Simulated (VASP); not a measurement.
# BaO (Fm-3m) in VASP: further runs, part 2 of 2

VASP 6.6.1. The steps go on from the part before.

## (3) Single point, LDA

This run uses another cell than the first one, of 20.17 Å³/atom, 1.032 times its volume.

Contents of INCAR:

```
  PREC = Accurate
  ENCUT = 600
  EDIFF = 1E-6
  ISMEAR = 0
  SIGMA = 0.01
  LREAL = F
  LASPH = T
  NELM = 120
  ALGO = Normal
  ISIF = 2
  LWAVE = F
  LCHARG = T
  GGA = CA
  LELF = T
  LVHAR = T
  NBANDS = 15
  GGA_COMPAT = F
```

Contents of KPOINTS:

```
regular mesh
0
Gamma
  6 6 6
```

Contents of POSCAR:

```
BaO
1.0
    0.0000000000      2.7222203229      2.7222203229
    2.7222203229      0.0000000000      2.7222203229
    2.7222203229      2.7222203229      0.0000000000
Ba O
1 1
Direct
    0.0000000000      0.0000000000      0.0000000000
    0.5000000000      0.5000000000      0.5000000000
```

Potentials or basis: VASP PAW LDA potentials, release 64 (Ba_sv, O).

On the command line:

```sh
$ cat potpaw_LDA.64/Ba_sv/POTCAR potpaw_LDA.64/O/POTCAR > POTCAR
$ mpirun -np 1 vasp_std > vasp.out
```

OUTCAR:

```text
PREC = Accurate
   ENCUT = 600
   EDIFF = 1E-6
   ISMEAR = 0
   LREAL = F
   LASPH = T
   NELM = 120
   ISIF = 2
   GGA = CA

 ion  position               nearest neighbor table
   1  0.000  0.000  0.000-   2 2.72   2 2.72   2 2.72   2 2.72   2 2.72   2 2.72
   2  0.500  0.500  0.500-   1 2.72   1 2.72   1 2.72   1 2.72   1 2.72   1 2.72

  LATTYP: Found a face centered cubic cell.
 ALAT       =     5.4444406458

  Lattice vectors:

 A1 = (   0.0000000000,   2.7222203229,   2.7222203229)
 A2 = (   2.7222203229,   0.0000000000,   2.7222203229)
 A3 = (   2.7222203229,   2.7222203229,   0.0000000000)

Analysis of symmetry for initial positions (statically):
=====================================================================
 Subroutine PRICEL returns:
 Original cell was already a primitive cell.

 Routine SETGRP: Setting up the symmetry group for a
 face centered cubic supercell.

 Subroutine GETGRP returns: Found 48 space group operations
 (whereof 48 operations were pure point group operations)
 out of a pool of 48 trial point group operations.

The static configuration has the point symmetry O_h .

Analysis of symmetry for dynamics (positions and initial velocities):
=====================================================================
 Subroutine PRICEL returns:
 Original cell was already a primitive cell.

 Routine SETGRP: Setting up the symmetry group for a
 face centered cubic supercell.

 Subroutine GETGRP returns: Found 48 space group operations
 (whereof 48 operations were pure point group operations)
 out of a pool of 48 trial point group operations.

The dynamic configuration has the point symmetry O_h .

 Subroutine INISYM returns: Found 48 space group operations
 (whereof 48 operations are pure point group operations),
 and found     1 'primitive' translations

----------------------------------------------------------------------------------------

                                     Primitive cell

  volume of cell :      40.3459

  direct lattice vectors                    reciprocal lattice vectors
     0.000000000  2.722220323  2.722220323    -0.183673598  0.183673598  0.183673598
     2.722220323  0.000000000  2.722220323     0.183673598 -0.183673598  0.183673598
     2.722220323  2.722220323  0.000000000     0.183673598  0.183673598 -0.183673598

  length of vectors
     3.849800900  3.849800900  3.849800900     0.318132003  0.318132003  0.318132003

  position of ions in fractional coordinates (direct lattice)
     0.000000000  0.000000000  0.000000000
     0.500000000  0.500000000  0.500000000

  ion indices of the primitive-cell ions
   primitive index   ion index
                 1           1
                 2           2

----------------------------------------------------------------------------------------

 KPOINTS: regular mesh

Automatic generation of k-mesh.
 Grid dimensions read from file:
 generate k-points for:    6    6    6

 Generating k-lattice:

  Cartesian coordinates                     Fractional coordinates (reciprocal lattice)
    -0.030612266  0.030612266  0.030612266     0.166666667  0.000000000  0.000000000
     0.030612266 -0.030612266  0.030612266     0.000000000  0.166666667  0.000000000
[... 32 lines left out ...]
   number of dos      NEDOS =    301   number of ions     NIONS =      2
   total plane-waves  NPLWV =  32768
   dimension x,y,z NGX =    32 NGY =   32 NGZ =   32
   dimension x,y,z NGXF=    64 NGYF=   64 NGZF=   64
   ions per type =               1   1
   NGX,Y,Z   is equivalent  to a cutoff of  13.82, 13.82, 13.82 a.u.
   NGXF,Y,Z  is equivalent  to a cutoff of  27.64, 27.64, 27.64 a.u.
 SYSTEM =  unknown system
   PREC   = accura    normal or accurate (medium, high low for compatibility)
   ISTART =      0    job   : 0-new  1-cont  2-samecut
   ICHARG =      2    charge: 1-file 2-atom 10-const
   ISPIN  =      1    spin polarized calculation?
   LNONCOLLINEAR =      F non collinear calculations
   LSORBIT =      F    spin-orbit coupling
   LASPH  =      T    aspherical Exc in radial PAW
   ENCUT  =  600.0 eV  44.10 Ry    6.64 a.u.   7.69  7.69  7.69*2*pi/ulx,y,z
   NELM   =    120;   NELMIN=  2; NELMDL= -5     # of ELM steps
   EDIFF  = 0.1E-05   stopping-criterion for ELM
   LREAL  =      F    real-space projection
   EDIFFG = 0.1E-04   stopping-criterion for IOM
   NSW    =      0    number of steps for IOM
   IBRION =     -1    ionic relax: 0-MD 1-quasi-New 2-CG
   NFREE  =      0    steps in history (QN), initial steepest desc. (CG)
   ISIF   =      2    stress and relaxation
   ISYM   =      2    0-nonsym 1-usesym 2-fastsym
   POTIM  = 0.5000    time-step for ionic-motion
   TEBEG  =    0.0;   TEEND  =   0.0 temperature during run
   PSTRESS=    0.0 pullay stress
   NELECT =      16.0000    total number of electrons
   NUPDOWN=      -1.0000    fix difference up-down
   EMIN   =  10.00;   EMAX   =-10.00  energy-range for DOS
   EFERMI =   0.00;   METHOD = LEGACY
   ISMEAR =     0;   SIGMA  =   0.01  broadening in eV -4-tet -1-fermi 0-gaus
   EFERMI_NEDOS =   21; number of points for ismear=-14 and -15
   IALGO  =     38    algorithm
   IMIX   =      4    mixing-type and parameters
     AMIX     =   0.40;   BMIX     =  1.00
     AMIX_MAG =   1.60;   BMIX_MAG =  1.00
  volume/ion in A,a.u.               =      20.17       136.13
  Fermi-wavevector in a.u.,A,eV,Ry     =   1.202767  2.272900 19.682852  1.446649
  Thomas-Fermi vector in A             =   2.338539
   LORBIT       =      0    0 simple, 1 ext, 2 COOP (PROOUT), +10 PAW based schemes
   GGA     = CA    functional components
   LHFCALC =     F    Hartree Fock is set to
   AEXX    =    0.0000 exact exchange contribution
   IVDW    =     0    specifies the selected vdW correction
   LEPSILON=     F    determine dielectric tensor
   LRPA    =     F    only Hartree local field effects (RPA)
 non-spin polarized calculation
 Gauss-broadening in eV      SIGMA  =   0.01
  energy-cutoff  :      600.00
  volume of cell :       40.35
 maximum number of plane-waves:      1363
   NGX = 15   NGY = 15   NGZ = 15

 number of electron      15.9999998 magnetization

 Free energy of the ion-electron system (eV)
  ---------------------------------------------------
  ext. energy  EPLUGINS =         0.00000000
  ---------------------------------------------------
  free energy    TOTEN  =       -13.10779746 eV

  energy without entropy =      -13.10779746  energy(sigma->0) =      -13.10779746

 E-fermi :   1.9807     XC(G=0): -10.3050

 val. band max:        1.9232938710   @ k =   0.5000   0.5000   0.0000
 cond. band min:       3.5453391948   @ k =   0.5000   0.5000   0.0000
 fundamental gap:      1.6220453238
 Fermi energy:         1.9806736575

 k-point     1 :       0.0000    0.0000    0.0000
  band No.  band energies     occupation
      1     -23.8617      2.00000
      2     -12.9359      2.00000
      3      -8.2620      2.00000
      4      -8.2620      2.00000
      5      -8.2620      2.00000
      6       1.4123      2.00000
      7       1.4123      2.00000
      8       1.4123      2.00000
      9       5.4591      0.00000
     10       6.4733      0.00000
     11       6.4733      0.00000
     12       6.4733      0.00000
     13       8.9225      0.00000
     14       8.9225      0.00000
[... 257 lines left out ...]
      2     -13.3708      2.00000
      3      -9.8042      2.00000
      4      -9.2704      2.00000
      5      -8.4807      2.00000
      6       0.6427      2.00000
      7       1.6075      2.00000
      8       1.7807      2.00000
      9       4.9481      0.00000
     10       8.0873      0.00000
     11       8.7942      0.00000
     12      11.7503      0.00000
     13      12.0576      0.00000
     14      14.2433      0.00000
     15      14.5522      0.00000

------------------------ aborting loop because EDIFF is reached ----------------------------------------

  FORCE on cell =-STRESS in cart. coord.  units (eV):
  Direction    XX          YY          ZZ          XY          YZ          ZX
  --------------------------------------------------------------------------------------
  -------------------------------------------------------------------------------------
  Total        0.4164098      0.4164098      0.4164098      0.0000000      0.0000000      0.0000000
  in kB       16.5360480     16.5360480     16.5360480      0.0000000      0.0000000      0.0000000
  external PRESSURE =      16.5360480 kB  Pullay stress =       0.0000000 kB

 VOLUME and BASIS-vectors are now :
 -----------------------------------------------------------------------------
  energy-cutoff  :      600.00
  volume of cell :       40.35
      direct lattice vectors                 reciprocal lattice vectors
     0.000000000  2.722220323  2.722220323    -0.183673598  0.183673598  0.183673598
     2.722220323  0.000000000  2.722220323     0.183673598 -0.183673598  0.183673598
     2.722220323  2.722220323  0.000000000     0.183673598  0.183673598 -0.183673598

 POSITION                                       TOTAL-FORCE (eV/Angst)
 -----------------------------------------------------------------------------------
      0.00000      0.00000      0.00000        -0.000000      0.000000      0.000000
      2.72222      2.72222      2.72222         0.000000     -0.000000     -0.000000
 -----------------------------------------------------------------------------------
    total drift:                                0.000000     -0.000000      0.000000

  FREE ENERGIE OF THE ION-ELECTRON SYSTEM (eV)
  ---------------------------------------------------
  free  energy   TOTEN  =       -13.1077974571 eV

  energy  without entropy=      -13.1077974571  energy(sigma->0) =      -13.10779746
```

stdout:

```text
POSCAR found type information on POSCAR BaO
 POSCAR found :  2 types and       2 ions
 scaLAPACK will be used
 LDA part: xc-table for (Slater(with rela. corr.)+CA(PZ))
 , standard interpolation
 POSCAR, INCAR and KPOINTS ok, starting setup
 FFT: planning ... GRIDC
 FFT: planning ... GRID_SOFT
 FFT: planning ... GRID
 WAVECAR not read
 entering main loop
```

Run time: 12 s. Hardware: 1 thread of Intel Xeon 6975P-C (Granite Rapids), shared host; peak memory 0.15 GiB.

Results:

| Item | Value |
| --- | --- |
| Free energy | -13.1078 eV |
| Pressure | 1.7 GPa |
| Band gap on the k mesh | 1.62 eV, direct |

Levels at points of the mesh, in eV from the valence-band top:
| k point | band 6 | band 7 | band 8 | band 9 | band 10 | band 11 |
| --- | --- | --- | --- | --- | --- | --- |
| (0.00, 0.00, 0.00) | -0.51 | -0.51 | -0.51 | 3.54 | 4.55 | 4.55 |
| (0.50, 0.00, 0.00) | -2.30 | -1.77 | -1.77 | 4.86 | 7.26 | 7.26 |
| (0.50, 0.50, 0.00) | -0.25 | -0.25 | 0.00 | 1.62 | 6.14 | 9.14 |

Caveat: spin-orbit coupling is left out, which moves the levels of the heavy elements.

## (4) Single point, LDA

This run uses another cell than the first one, of 20.80 Å³/atom, 1.064 times its volume.

Contents of INCAR:

```
PREC     = Accurate       # precision mode
ENCUT    = 600            # plane-wave cutoff, eV
EDIFF    = 1E-6           # SCF threshold, eV
ISMEAR   = 0              # smearing method
SIGMA    = 0.01           # smearing width, eV
LREAL    = False          # projectors in reciprocal space
LASPH    = True           # aspherical terms in the spheres
NELM     = 120            # most SCF steps
ALGO     = Normal         # electronic algorithm
ISIF     = 2              # what is computed and relaxed
LWAVE    = False          # write WAVECAR
LCHARG   = False          # write CHGCAR
NBANDS   = 15             # bands
GGA_COMPAT= False
```

Contents of KPOINTS:

```
Automatic mesh
0
Gamma
  6 6 6
```

Contents of POSCAR:

```
BaO
1.0
    0.0000000000      2.7500000000      2.7500000000
    2.7500000000      0.0000000000      2.7500000000
    2.7500000000      2.7500000000      0.0000000000
Ba O
1 1
Direct
    0.0000000000      0.0000000000      0.0000000000
    0.5000000000      0.5000000000      0.5000000000
```

On the command line:

```sh
$ cat potpaw_LDA.64/Ba_sv/POTCAR potpaw_LDA.64/O/POTCAR > POTCAR
$ mpirun -np 1 vasp_std > vasp.out
```

Wall time 11 s (1 thread of Intel Xeon 6975P-C (Granite Rapids), shared host); peak memory 0.15 GiB.

It converged, with:

* Free energy: -13.1115 eV
* Pressure: -1.0 GPa
* Band gap on the k mesh: 1.75 eV, direct

Levels at points of the mesh, in eV from the valence-band top:
```
           k point  band 5  band 6  band 7  band 8  band 9  band 10  band 11  band 12
(0.00, 0.00, 0.00)  -10.23   -0.42   -0.42   -0.42    3.41     4.58     4.58     4.58
(0.50, 0.00, 0.00)  -10.35   -2.17   -1.62   -1.62    4.84     7.19     7.19     8.07
(0.50, 0.50, 0.00)  -10.87   -0.20   -0.20    0.00    1.75     6.02     9.01     9.28
```

Caveat: spin-orbit coupling is left out, which moves the levels of the heavy elements. LDA gaps usually lie below the measured ones, often by a third to a half.

## (5) Single point, LDA

This run uses another cell than the first one, of 21.42 Å³/atom, 1.096 times its volume.

Contents of INCAR:

```
SYSTEM = BaO
ALGO     = Normal         ! electronic algorithm
EDIFF    = 1E-6           ! SCF threshold, eV
ENCUT    = 600            ! plane-wave cutoff, eV
GGA_COMPAT= .FALSE.      
ISIF     = 2              ! what is computed and relaxed
ISMEAR   = 0              ! smearing method
LASPH    = .TRUE.         ! aspherical terms in the spheres
LCHARG   = .TRUE.         ! write CHGCAR
LELF     = .TRUE.         ! ELF
LREAL    = .FALSE.        ! projectors in reciprocal space
LVHAR    = .TRUE.       
LWAVE    = .FALSE.        ! write WAVECAR
NBANDS   = 15             ! bands
NELM     = 120            ! most SCF steps
PREC     = Accurate       ! precision mode
SIGMA    = 0.01           ! smearing width, eV
```

Contents of KPOINTS:

```
k-points
0
G
  6 6 6
  0 0 0
```

Contents of POSCAR:

```
BaO
1.0
    0.0000000000      2.7772294936      2.7772294936
    2.7772294936      0.0000000000      2.7772294936
    2.7772294936      2.7772294936      0.0000000000
Ba O
1 1
Direct
    0.0000000000      0.0000000000      0.0000000000
    0.5000000000      0.5000000000      0.5000000000
```

On the command line:

```sh
$ cat potpaw_LDA.64/Ba_sv/POTCAR potpaw_LDA.64/O/POTCAR > POTCAR
$ mpirun -np 1 vasp_std > vasp.out
```

It took 11 s on 1 thread of Intel Xeon 6975P-C (Granite Rapids), shared host; peak memory 0.15 GiB.

It converged, with:

```yaml
Free_energy: -13.0962 eV
Pressure: -3.2 GPa
Band_gap_on_the_k_mesh: 1.86 eV, direct
```

Levels at points of the mesh, in eV from the valence-band top:
| k point | band 6 | band 7 | band 8 | band 9 | band 10 | band 11 |
| --- | --- | --- | --- | --- | --- | --- |
| (0.00, 0.00, 0.00) | -0.34 | -0.34 | -0.34 | 3.29 | 4.61 | 4.61 |
| (0.50, 0.00, 0.00) | -2.05 | -1.48 | -1.48 | 4.82 | 7.11 | 7.11 |
| (0.50, 0.50, 0.00) | -0.16 | -0.16 | 0.00 | 1.86 | 5.91 | 8.88 |

Caveat: spin-orbit coupling is left out, which moves the levels of the heavy elements. A k mesh can miss the band edges.

## (6) Single point, LDA

This run uses another cell than the first one, of 22.04 Å³/atom, 1.128 times its volume.

Contents of INCAR:

```
ALGO = Normal
EDIFF = 1E-6
ENCUT = 600
GGA = CA
GGA_COMPAT = F
ISIF = 2
ISMEAR = 0
LASPH = T
LCHARG = T
LELF = T
LREAL = F
LVHAR = T
LWAVE = F
NBANDS = 15
NELM = 120
PREC = Accurate
SIGMA = 0.01
```

Contents of KPOINTS:

```
k-points
0
Gamma
  6 6 6
```

Contents of POSCAR:

```
BaO
1.0
    0.0000000000      2.8039352617      2.8039352617
    2.8039352617      0.0000000000      2.8039352617
    2.8039352617      2.8039352617      0.0000000000
Ba O
1 1
Direct
    0.0000000000      0.0000000000      0.0000000000
    0.5000000000      0.5000000000      0.5000000000
```

Potentials or basis: VASP PAW LDA potentials, release 64 (Ba_sv, O).

On the command line:

```sh
$ cat potpaw_LDA.64/Ba_sv/POTCAR potpaw_LDA.64/O/POTCAR > POTCAR
$ mpirun -np 1 vasp_std > vasp.out
```

It took 11 s on 1 thread of Intel Xeon 6975P-C (Granite Rapids), shared host; peak memory 0.15 GiB.

The run converged. Its results:

```
Free energy            : -13.0650 eV
Pressure               : -5.1 GPa
Band gap on the k mesh : 1.95 eV, direct
```

Levels at points of the mesh, in eV from the valence-band top:
```csv
k point,band 6,band 7,band 8,band 9,band 10,band 11
"(0.00, 0.00, 0.00)",-0.27,-0.27,-0.27,3.18,4.63,4.63
"(0.50, 0.00, 0.00)",-1.93,-1.35,-1.35,4.79,7.03,7.03
"(0.50, 0.50, 0.00)",-0.11,-0.11,0.00,1.95,5.80,8.76
```

Caveat: spin-orbit coupling is left out, which moves the levels of the heavy elements. A hybrid or GW would open this gap; LDA tends to underestimate it.

## (7) Summary

| cell | gap on the mesh (eV) | pressure (GPa) |
| --- | --- | --- |
| a = 3.810 Å, angles 60.0°, 2 atoms | 1.48 | 4.8 |
| a = 3.850 Å, angles 60.0°, 2 atoms | 1.62 | 1.7 |
| a = 3.889 Å, angles 60.0°, 2 atoms | 1.75 | -1.0 |
| a = 3.928 Å, angles 60.0°, 2 atoms | 1.86 | -3.2 |
| a = 3.965 Å, angles 60.0°, 2 atoms | 1.95 | -5.1 |

Alike in all rows: task single point; level LDA; potentials or basis VASP PAW LDA potentials, release 64 (Ba_sv, O); no spin polarisation; k mesh 6 × 6 × 6; cutoff (eV) 600; smearing gaussian 0.01 eV.

Caveats: spin-orbit coupling is left out, which moves the levels of the heavy elements.

Total energies depend on the potentials used, so only differences within one code and one set of settings carry meaning.
